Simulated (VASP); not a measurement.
A run of VASP 6.6.1:

File INCAR:

```
SYSTEM = Nd2Hf2F
ALGO = Normal
EDIFF = 1E-7
EDIFFG = -0.04
ENCUT = 600
GGA = PE
GGA_COMPAT = .False.
IBRION = 2
ISIF = 3
ISMEAR = 0
LASPH = .True.
LCHARG = .False.
LMAXMIX = 6
LREAL = .False.
LWAVE = .False.
NELM = 200
NELMIN = 4
NSW = 90
PREC = Accurate
SIGMA = 0.1
```

KPOINTS

```
k-points
0
Gamma
  4 4 4
  0 0 0
```

File POSCAR:

```
Nd2Hf2F
1.0
    4.4316312400      0.0000000000      0.0000000000
    0.0000000000      4.4316312400      0.0000000000
    0.0000000000      0.0000000000      6.0113772900
Nd Hf F
2 2 1
Direct
    0.5000000000      0.5000000000      0.2399999900
    0.5000000000      0.5000000000      0.7600000100
    0.0000000000      0.5000000000      0.5000000000
    0.5000000000      0.0000000000      0.5000000000
    0.0000000000      0.0000000000      0.0000000000
```

Potentials or basis: VASP PAW PBE potentials, release 64 (Nd_3, Hf_pv, F), 4f in core.

The run is started by

```console
$ cat potpaw_PBE.64/Nd_3/POTCAR potpaw_PBE.64/Hf_pv/POTCAR potpaw_PBE.64/F/POTCAR > POTCAR
$ mpirun -np 1 vasp_std > vasp.out
```

Hardware: 1 thread of Intel(R) Xeon(R) 6975P-C (Granite Rapids) (shared host).

Problem. Estimate the wall time of this run.

Solution. Wall time 8.2 min on 1 thread of Intel(R) Xeon(R) 6975P-C (Granite Rapids) (shared host), peak memory 0.31 GiB. Counts: scf iterations 216, k points 18, ion steps 15.
